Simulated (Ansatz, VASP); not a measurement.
**Al3As in VASP and in Ansatz**

```
Al As
1.0
     5.71977    0.00000    0.00000
    -2.85989    4.95347    0.00000
     0.00000    0.00000    4.56618
Al As
6 2
Direct
  0.16747 0.33494 0.75000
  0.66506 0.83253 0.75000
  0.16747 0.83253 0.75000
  0.83253 0.66506 0.25000
  0.33494 0.16747 0.25000
  0.83253 0.16747 0.25000
  0.66667 0.33333 0.75000
  0.33333 0.66667 0.25000
```

Change from the starting cell: species swapped into the Co3Si type (P6_3/mmc, No. 194).

Alike in both runs: task single point; functional PBE; k mesh 6 × 6 × 4; occupations gaussian, width 0.1 eV; no spin polarisation.

```csv
,VASP,Ansatz
version,VASP 6.6.1,Ansatz 0.2.0
potentials or method,"VASP PAW PBE potentials, release 64 (Al, As), cutoff 520 eV","scalar-relativistic, plane waves, PAW"
valence electrons in the cell,28,48
```

|  | VASP | Ansatz | Ansatz less VASP |
| --- | --- | --- | --- |
| gap on the k mesh at the Fermi level (eV) | none | none | - |
| pressure (GPa) | 7.0 | 7.0 | -0.07 |
| traceless stress, the component that is largest in VASP (GPa) | 4.98 | 4.96 | -0.018 |
| rms of the force components (eV/Å) | 0.098 | 0.097 | -0.0012 |

Atom by atom the forces differ by 0.001 eV/Å (rms over components). A gap of «none» marks a metal or a gap that the smearing closes. The functional is the same, so the differences come from potentials, cutoffs and numerics. VASP's potentials hold 28 valence electrons a cell and Ansatz's 48, so a difference there can come from the potentials and not from the codes.
